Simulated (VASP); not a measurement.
Wanted: the native input for a VASP 6.6.1 run.

```yaml
Task: single point
Functional: PBE
Potentials_or_basis: VASP PAW PBE potentials, release 64 (Al, Au)
Cutoff: 520 eV
k_mesh: 12 × 12 × 12
Occupations: gaussian, width 0.1 eV
Spin: no spin polarisation
Dipole_correction: no
Further_INCAR_settings: ALGO = Normal; EDIFF = 1e-06; NBANDS = 16
```

The structure of Al2Au lies in POSCAR:

```
Al2Au
1.0
    0.0000000000      2.9759700000      2.7059700000
    2.9759700000      0.0000000000      2.7059700000
    2.9759700000      2.9759700000      0.0000000000
Al Au
2 1
Direct
    0.2382148870      0.2382148870      0.2617851130
    0.7382148870      0.7382148870      0.7617851130
    0.0235702260      0.0235702260     -0.0235702260
```

This cell differs from its parent crystal: strained and its atoms moved.

One way to write it, as run:

INCAR

```
PREC = Accurate ; ENCUT = 520
EDIFF = 1E-6 ; ISMEAR = 0
SIGMA = 0.1 ; LREAL = F
LASPH = T ; NELM = 60
ALGO = Normal ; ISIF = 2
LWAVE = F ; LCHARG = T
GGA = PE ; LELF = T
LVHAR = T ; NBANDS = 16
```

KPOINTS

```
Automatic mesh
0
Gamma
  12 12 12
```

Potentials or basis: VASP PAW PBE potentials, release 64 (Al, Au).

The run is started by

```bash
$ cat potpaw_PBE.64/Al/POTCAR potpaw_PBE.64/Au/POTCAR > POTCAR
$ mpirun -np 1 vasp_std > vasp.out
```

Results of the run:

```json
{
 "Pressure": "24.0 GPa",
 "Largest force": "2.233 eV/Å",
 "Band gap on the k mesh": "zero (an odd number of electrons rules out a gap without spin polarisation)"
}
```

Caveat: the cell differs from its parent crystal (strained and its atoms moved); the cell stands under pressure; spin-orbit coupling is left out, which moves the levels of the heavy elements; forces of over 1 eV/Å act on the atoms, so gaps and moduli don't describe the material at rest.

It took 3.1 min on 1 thread of Intel Xeon 8259CL (shared host), peak memory 0.27 GiB.
